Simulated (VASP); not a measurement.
# NaErBr4 (P4/mmm) in VASP: further runs, part 2 of 2

VASP 6.6.1. The steps go on from the part before.

### Step 4. Single point, PBE

Contents of INCAR:

```
SYSTEM = NaErBr4
PREC = Accurate
ENCUT = 500
EDIFF = 1E-6
ISMEAR = 0
SIGMA = 0.02
LREAL = .FALSE.
LASPH = .TRUE.
NELM = 200
ALGO = Normal
ISIF = 2
LWAVE = .FALSE.
LCHARG = .FALSE.
GGA = PE
NBANDS = 31
GGA_COMPAT = .FALSE.
LMAXMIX = 6
```

Contents of KPOINTS:

```
regular mesh
0
G
  6 6 4
  0 0 0
```

Contents of POSCAR:

```
NaErBr4
1.0
    4.9431852599      0.0000000000      0.0000000000
    0.0000000000      4.9431852599      0.0000000000
    0.0000000000      0.0000000000      7.2806903884
Na Er Br
1 1 4
Direct
    0.0000000000      0.0000000000      0.5000000000
    0.5000000000      0.5000000000      0.0000000000
    0.0000000000      0.5000000000      0.2321389615
    0.5000000000      0.0000000000      0.2321389615
    0.0000000000      0.5000000000      0.7678610385
    0.5000000000      0.0000000000      0.7678610385
```

Potentials or basis: VASP PAW PBE potentials, release 64 (Na_pv, Er_3, Br), 4f in core.

Started as:

```sh
$ cat potpaw_PBE.64/Na_pv/POTCAR potpaw_PBE.64/Er_3/POTCAR potpaw_PBE.64/Br/POTCAR > POTCAR
$ mpirun -np 1 vasp_std > vasp.out
```

OUTCAR:

```text
SYSTEM = NaErBr4
   PREC = Accurate
   ENCUT = 500
   EDIFF = 1E-6
   ISMEAR = 0
   LREAL = .FALSE.
   LASPH = .TRUE.
   NELM = 200
   ISIF = 2
   GGA = PE

 ion  position               nearest neighbor table
   1  0.000  0.000  0.500-
   2  0.500  0.500  0.000-   3 2.99   4 2.99   5 2.99   6 2.99   4 2.99   6 2.99   3 2.99   5 2.99

   3  0.000  0.500  0.232-   2 2.99   2 2.99
   4  0.500  0.000  0.232-   2 2.99   2 2.99
   5  0.000  0.500  0.768-   2 2.99   2 2.99
   6  0.500  0.000  0.768-   2 2.99   2 2.99

  LATTYP: Found a simple tetragonal cell.
 ALAT       =     4.9431852599
 C/A-ratio  =     1.4728742715

  Lattice vectors:

 A1 = (   4.9431852599,   0.0000000000,   0.0000000000)
 A2 = (   0.0000000000,   4.9431852599,   0.0000000000)
 A3 = (   0.0000000000,   0.0000000000,   7.2806903884)

Analysis of symmetry for initial positions (statically):
=====================================================================
 Subroutine PRICEL returns:
 Original cell was already a primitive cell.

 Routine SETGRP: Setting up the symmetry group for a
 simple tetragonal supercell.

 Subroutine GETGRP returns: Found 16 space group operations
 (whereof 16 operations were pure point group operations)
 out of a pool of 16 trial point group operations.

The static configuration has the point symmetry D_4h.

Analysis of symmetry for dynamics (positions and initial velocities):
=====================================================================
 Subroutine PRICEL returns:
 Original cell was already a primitive cell.

 Routine SETGRP: Setting up the symmetry group for a
 simple tetragonal supercell.

 Subroutine GETGRP returns: Found 16 space group operations
 (whereof 16 operations were pure point group operations)
 out of a pool of 16 trial point group operations.

The dynamic configuration has the point symmetry D_4h.

 Subroutine INISYM returns: Found 16 space group operations
 (whereof 16 operations are pure point group operations),
 and found     1 'primitive' translations

----------------------------------------------------------------------------------------

                                     Primitive cell

  volume of cell :     177.9043

  direct lattice vectors                    reciprocal lattice vectors
     4.943185260  0.000000000  0.000000000     0.202298710  0.000000000  0.000000000
     0.000000000  4.943185260  0.000000000     0.000000000  0.202298710  0.000000000
     0.000000000  0.000000000  7.280690388     0.000000000  0.000000000  0.137349612

  length of vectors
     4.943185260  4.943185260  7.280690388     0.202298710  0.202298710  0.137349612

  position of ions in fractional coordinates (direct lattice)
     0.000000000  0.000000000  0.500000000
     0.500000000  0.500000000  0.000000000
     0.000000000  0.500000000  0.232138961
     0.500000000  0.000000000  0.232138961
     0.000000000  0.500000000  0.767861039
     0.500000000  0.000000000  0.767861039

  ion indices of the primitive-cell ions
   primitive index   ion index
                 1           1
                 2           2
                 3           3
                 4           4
                 5           5
                 6           6

[... 28 lines left out ...]
  0.000000  0.000000  0.000000      1.000000
  0.166667  0.000000  0.000000      4.000000
  0.333333  0.000000  0.000000      4.000000
  0.500000  0.000000  0.000000      2.000000
  0.166667  0.166667  0.000000      4.000000
  0.333333  0.166667  0.000000      8.000000
[... 16 lines left out ...]
  0.333333  0.000000  0.500000      4.000000
  0.500000  0.000000  0.500000      2.000000
 [... further k-points ...]
   k-points           NKPTS =     30   k-points in BZ     NKDIM =     30   number of bands    NBANDS=     31
   number of dos      NEDOS =    301   number of ions     NIONS =      6
   total plane-waves  NPLWV =  69984
   dimension x,y,z NGX =    36 NGY =   36 NGZ =   54
   dimension x,y,z NGXF=    72 NGYF=   72 NGZF=  108
   ions per type =               1   1   4
   NGX,Y,Z   is equivalent  to a cutoff of  12.11, 12.11, 12.33 a.u.
   NGXF,Y,Z  is equivalent  to a cutoff of  24.21, 24.21, 24.66 a.u.
 SYSTEM =  NaErBr4
   PREC   = accura    normal or accurate (medium, high low for compatibility)
   ISTART =      0    job   : 0-new  1-cont  2-samecut
   ICHARG =      2    charge: 1-file 2-atom 10-const
   ISPIN  =      1    spin polarized calculation?
   LNONCOLLINEAR =      F non collinear calculations
   LSORBIT =      F    spin-orbit coupling
   LASPH  =      T    aspherical Exc in radial PAW
   ENCUT  =  500.0 eV  36.75 Ry    6.06 a.u.   9.01  9.01 13.27*2*pi/ulx,y,z
   NELM   =    200;   NELMIN=  2; NELMDL= -5     # of ELM steps
   EDIFF  = 0.1E-05   stopping-criterion for ELM
   LREAL  =      F    real-space projection
   EDIFFG = 0.1E-04   stopping-criterion for IOM
   NSW    =      0    number of steps for IOM
   IBRION =     -1    ionic relax: 0-MD 1-quasi-New 2-CG
   NFREE  =      0    steps in history (QN), initial steepest desc. (CG)
   ISIF   =      2    stress and relaxation
   ISYM   =      2    0-nonsym 1-usesym 2-fastsym
   POTIM  = 0.5000    time-step for ionic-motion
   TEBEG  =    0.0;   TEEND  =   0.0 temperature during run
   PSTRESS=    0.0 pullay stress
   NELECT =      44.0000    total number of electrons
   NUPDOWN=      -1.0000    fix difference up-down
   EMIN   =  10.00;   EMAX   =-10.00  energy-range for DOS
   EFERMI =   0.00;   METHOD = LEGACY
   ISMEAR =     0;   SIGMA  =   0.02  broadening in eV -4-tet -1-fermi 0-gaus
   EFERMI_NEDOS =   21; number of points for ismear=-14 and -15
   IALGO  =     38    algorithm
   IMIX   =      4    mixing-type and parameters
     AMIX     =   0.40;   BMIX     =  1.00
     AMIX_MAG =   1.60;   BMIX_MAG =  1.00
  volume/ion in A,a.u.               =      29.65       200.09
  Fermi-wavevector in a.u.,A,eV,Ry     =   1.027615  1.941910 14.367641  1.055992
  Thomas-Fermi vector in A             =   2.161569
   LORBIT       =      0    0 simple, 1 ext, 2 COOP (PROOUT), +10 PAW based schemes
   GGA     = PE    functional components
   LHFCALC =     F    Hartree Fock is set to
   AEXX    =    0.0000 exact exchange contribution
   IVDW    =     0    specifies the selected vdW correction
   LEPSILON=     F    determine dielectric tensor
   LRPA    =     F    only Hartree local field effects (RPA)
 non-spin polarized calculation
 Gauss-broadening in eV      SIGMA  =   0.02
  energy-cutoff  :      500.00
  volume of cell :      177.90
 maximum number of plane-waves:      4584
   NGX = 19   NGY = 19   NGZ = 27

 number of electron      44.0000009 magnetization

 Free energy of the ion-electron system (eV)
  ---------------------------------------------------
  ext. energy  EPLUGINS =         0.00000000
  ---------------------------------------------------
  free energy    TOTEN  =       -22.18680246 eV

  energy without entropy =      -22.18680246  energy(sigma->0) =      -22.18680246

 E-fermi :   1.0466     XC(G=0):  -8.2659

 val. band max:        0.9490736448   @ k =   0.5000   0.5000   0.0000
 cond. band min:       3.2326490995   @ k =   0.0000   0.0000   0.0000
 fundamental gap:      2.2835754547
 Fermi energy:         1.0465582086

 k-point     1 :       0.0000    0.0000    0.0000
  band No.  band energies     occupation
      1     -24.1800      2.00000
      2     -24.1264      2.00000
      3     -24.1264      2.00000
      4     -21.9591      2.00000
      5     -21.9591      2.00000
      6     -21.9461      2.00000
[... 805 lines left out ...]
     30       7.5676      0.00000
     31       8.0367      0.00000

 [... further k-points ...]

------------------------ aborting loop because EDIFF is reached ----------------------------------------

  FORCE on cell =-STRESS in cart. coord.  units (eV):
  Direction    XX          YY          ZZ          XY          YZ          ZX
  --------------------------------------------------------------------------------------
  -------------------------------------------------------------------------------------
  Total       -0.0307063     -0.0307063     -0.0289508      0.0000000      0.0000000     -0.0000000
  in kB       -0.2765358     -0.2765358     -0.2607260      0.0000000      0.0000000     -0.0000000
  external PRESSURE =      -0.2712659 kB  Pullay stress =       0.0000000 kB

 VOLUME and BASIS-vectors are now :
 -----------------------------------------------------------------------------
  energy-cutoff  :      500.00
  volume of cell :      177.90
      direct lattice vectors                 reciprocal lattice vectors
     4.943185260  0.000000000  0.000000000     0.202298710  0.000000000  0.000000000
     0.000000000  4.943185260  0.000000000     0.000000000  0.202298710  0.000000000
     0.000000000  0.000000000  7.280690388     0.000000000  0.000000000  0.137349612

 POSITION                                       TOTAL-FORCE (eV/Angst)
 -----------------------------------------------------------------------------------
      0.00000      0.00000      3.64035        -0.000000      0.000000     -0.000000
      2.47159      2.47159      0.00000        -0.000000      0.000000     -0.000000
      0.00000      2.47159      1.69013        -0.000000      0.000000     -0.004426
      2.47159      0.00000      1.69013        -0.000000     -0.000000     -0.004426
      0.00000      2.47159      5.59056         0.000000      0.000000      0.004426
      2.47159      0.00000      5.59056        -0.000000     -0.000000      0.004426
 -----------------------------------------------------------------------------------
    total drift:                                0.000000      0.000000     -0.000000

  FREE ENERGIE OF THE ION-ELECTRON SYSTEM (eV)
  ---------------------------------------------------
  free  energy   TOTEN  =       -22.1868024640 eV

  energy  without entropy=      -22.1868024640  energy(sigma->0) =      -22.18680246
```

Wall time 60 s (1 thread of Intel Xeon 6975P-C (Granite Rapids), shared host); peak memory 0.34 GiB.

Results:

```yaml
Free_energy: -22.1868 eV
Pressure: 0.0 GPa
Largest_force: 0.004 eV/Å
Band_gap_on_the_k_mesh: 2.28 eV (least direct gap 2.73 eV)
```

Forces in eV/Å, atoms in the order of the input:
```
Na   0.000  0.000  0.000
Er   0.000  0.000  0.000
Br   0.000  0.000 -0.004
Br   0.000  0.000 -0.004
Br   0.000  0.000  0.004
Br   0.000  0.000  0.004
```

Caveat: spin-orbit coupling is left out, which moves the levels of the heavy elements; the 4f electrons are frozen in the core, so they carry no moment and show no levels. Spin polarisation is off, so any magnetic state and its effect on volume and gap are missing.

### Step 5. Single point, PBE

This run uses another cell than the first one, of 29.66 Å³/atom.

Contents of INCAR:

```
PREC = Accurate ; ENCUT = 500
EDIFF = 1E-6 ; ISMEAR = 0
SIGMA = 0.01 ; LREAL = F
LASPH = T ; NELM = 200
ALGO = Normal ; ISIF = 2
LWAVE = F ; LCHARG = T
GGA = PE ; LELF = T
LVHAR = T ; NBANDS = 31
GGA_COMPAT = F ; LMAXMIX = 6
```

Contents of KPOINTS:

```
Automatic mesh
0
Gamma
  6 6 4
```

Contents of POSCAR:

```
NaErBr4
1.0
    4.9437325315      0.0000000000      0.0000000000
    0.0000000000      4.9437325315      0.0000000000
    0.0000000000      0.0000000000      7.2813211142
Na Er Br
1 1 4
Direct
    0.0000000000      0.0000000000      0.5000000000
    0.5000000000      0.5000000000      0.0000000000
    0.0000000000      0.5000000000      0.2320849626
    0.5000000000      0.0000000000      0.2320849626
    0.0000000000      0.5000000000      0.7679150374
    0.5000000000      0.0000000000      0.7679150374
```

Started as:

```sh
$ cat potpaw_PBE.64/Na_pv/POTCAR potpaw_PBE.64/Er_3/POTCAR potpaw_PBE.64/Br/POTCAR > POTCAR
$ mpirun -np 1 vasp_std > vasp.out
```

Wall time 59 s (1 thread of Intel Xeon 6975P-C (Granite Rapids), shared host); peak memory 0.33 GiB.

It converged, with:

* Free energy: -22.1868 eV
* Pressure: 0.0 GPa
* Band gap on the k mesh: 2.28 eV (least direct gap 2.73 eV)

Forces on the atoms (eV/Å):
```
Na   0.000  0.000  0.000
Er   0.000  0.000  0.000
Br   0.000  0.000 -0.003
Br   0.000  0.000 -0.003
Br   0.000  0.000  0.003
Br   0.000  0.000  0.003
```

Levels at points of the mesh, in eV from the valence-band top:
| k point | band 18 | band 19 | band 20 | band 21 | band 22 | band 23 | band 24 | band 25 | band 26 | band 27 |
| --- | --- | --- | --- | --- | --- | --- | --- | --- | --- | --- |
| (0.00, 0.00, 0.00) | -0.89 | -0.89 | -0.74 | -0.74 | -0.44 | 2.28 | 2.88 | 3.43 | 4.83 | 5.18 |
| (0.50, 0.00, 0.00) | -2.23 | -1.79 | -1.62 | -1.10 | -0.81 | 2.79 | 3.42 | 4.17 | 4.19 | 5.22 |
| (0.50, 0.50, 0.00) | -1.09 | -1.09 | -0.57 | -0.30 | 0.00 | 2.73 | 2.79 | 3.91 | 3.91 | 4.64 |
| (0.00, 0.00, 0.50) | -1.22 | -0.83 | -0.83 | -0.82 | -0.82 | 2.40 | 2.89 | 4.86 | 4.86 | 5.05 |
| (0.50, 0.00, 0.50) | -2.12 | -2.11 | -1.90 | -1.74 | -1.71 | 2.89 | 3.50 | 4.05 | 4.98 | 4.98 |
| (0.50, 0.50, 0.50) | -1.91 | -1.49 | -0.62 | -0.22 | -0.09 | 2.93 | 3.25 | 3.73 | 3.73 | 4.71 |

Caveat: spin-orbit coupling is left out, which moves the levels of the heavy elements; the 4f electrons are frozen in the core, so they carry no moment and show no levels. A k mesh can miss the band edges.

### Step 6. Overview

```tsv
cell	k mesh	smearing	gap on the mesh (eV)	pressure (GPa)	largest force (eV/Å)
a = 4.941, b = 4.941, c = 7.274 Å, 6 atoms, atomic positions A	4 × 4 × 4	gaussian 0.1 eV	2.29	0.1	0.03
a = 5.231, b = 5.231, c = 7.432 Å, 6 atoms, atomic positions B	4 × 4 × 4	gaussian 0.1 eV	2.16	-4.5	1.05
a = 4.943, b = 4.943, c = 7.281 Å, 6 atoms, atomic positions A	6 × 6 × 4	gaussian 0.02 eV	2.28	0.0	-
a = 4.944, b = 4.944, c = 7.281 Å, 6 atoms, atomic positions A	6 × 6 × 4	gaussian 0.01 eV	2.28	0.0	-
```

Alike in all rows: task single point; level PBE; potentials or basis VASP PAW PBE potentials, release 64 (Na_pv, Er_3, Br), 4f in core; no spin polarisation; cutoff (eV) 500.

Caveats: spin-orbit coupling is left out, which moves the levels of the heavy elements; the 4f electrons are frozen in the core, so they carry no moment and show no levels; the cell stands under tension (at least some runs); forces of over 1 eV/Å act on the atoms, so gaps and moduli don't describe the material at rest (at least some runs).

Absolute energies hang on the potentials; compare differences alone.
